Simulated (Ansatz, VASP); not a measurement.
# One calculation of Ti3H, two programs

Contents of INCAR:

```
SYSTEM = Ti3H
PREC = Accurate
ENCUT = 520
EDIFF = 1E-6
ISMEAR = 0
SIGMA = 0.1
LREAL = .FALSE.
LASPH = .TRUE.
NELM = 80
ALGO = Normal
ISIF = 2
LWAVE = .FALSE.
LCHARG = .FALSE.
LDIPOL = .TRUE.
IDIPOL = 3
DIPOL = 0.5 0.5 0.318
GGA = PE
NBANDS = 47
```

File KPOINTS:

```
Automatic mesh
0
G
  6 6 1
  0 0 0
```

Contents of POSCAR:

```
Ti3H
1.0
    4.6037402164      0.0000000000      0.0000000000
   -2.3018701082      3.9869559799      0.0000000000
    0.0000000000      0.0000000000     22.4968206792
Ti H
6 2
Direct
    0.6666666667      0.3333333333      0.1778029019
    0.3333333333      0.6666666667      0.2195747837
    0.0000000000      0.0000000000      0.2613466656
    0.6666666667      0.3333333333      0.2980472718
    0.3333333333      0.6666666667      0.3304570052
    0.0000000000      0.0000000000      0.3776898434
    0.2572625849      1.0000000000      0.4403653663
    0.7427374151      1.0000000000      0.4403653663
```

Input for Ansatz:

```yaml
crystal:
  lattice:
    - [4.6037402164, 0.0, 0.0]
    - [-2.3018701082, 3.9869559799, 0.0]
    - [0.0, 0.0, 22.4968206792]
  atoms:
    - { symbol: Ti, position: [0.6666666667, 0.3333333333, 0.1778029019] }
    - { symbol: Ti, position: [0.3333333333, 0.6666666667, 0.2195747837] }
    - { symbol: Ti, position: [0.0, 0.0, 0.2613466656] }
    - { symbol: Ti, position: [0.6666666667, 0.3333333333, 0.2980472718] }
    - { symbol: Ti, position: [0.3333333333, 0.6666666667, 0.3304570052] }
    - { symbol: Ti, position: [0.0, 0.0, 0.3776898434] }
    - { symbol: H, position: [0.2572625849, 1.0, 0.4403653663] }
    - { symbol: H, position: [0.7427374151, 1.0, 0.4403653663] }
basis:
  ecutwfc: 420
kpoints:
  mp_grid: { grid: [6, 6, 1] }
hamiltonian:
  xc: pbe
  pseudopotentials: { kind: paw, azcp: { folder: soft_1 } }
scf:
  occupations: { method: gaussian, width: 0.1 }
output:
  forces: true
  eigenvalues: true
efield:
  axis: 3
  dipole_correction: true
  ramp_width: 0.04
```

Alike in both runs: task single point; functional PBE; k mesh 6 × 6 × 1; occupations gaussian, width 0.1 eV; no spin polarisation.

|  | VASP | Ansatz |
| --- | --- | --- |
| version | VASP 6.6.1 | Ansatz 0.2.0 |
| potentials or method | VASP PAW PBE potentials, release 64 (Ti_sv, H), cutoff 520 eV | scalar-relativistic, plane waves, PAW |
| valence electrons in the cell | 74 | 74 |

|  | VASP | Ansatz | Ansatz less VASP |
| --- | --- | --- | --- |
| gap on the k mesh at the Fermi level (eV) | none | none | - |
| rms of the force components (eV/Å) | 0.549 | 0.551 | +0.0023 |

Atom by atom the forces differ by 0.005 eV/Å (rms over components). A gap of «none» marks a metal or a gap that the smearing closes.
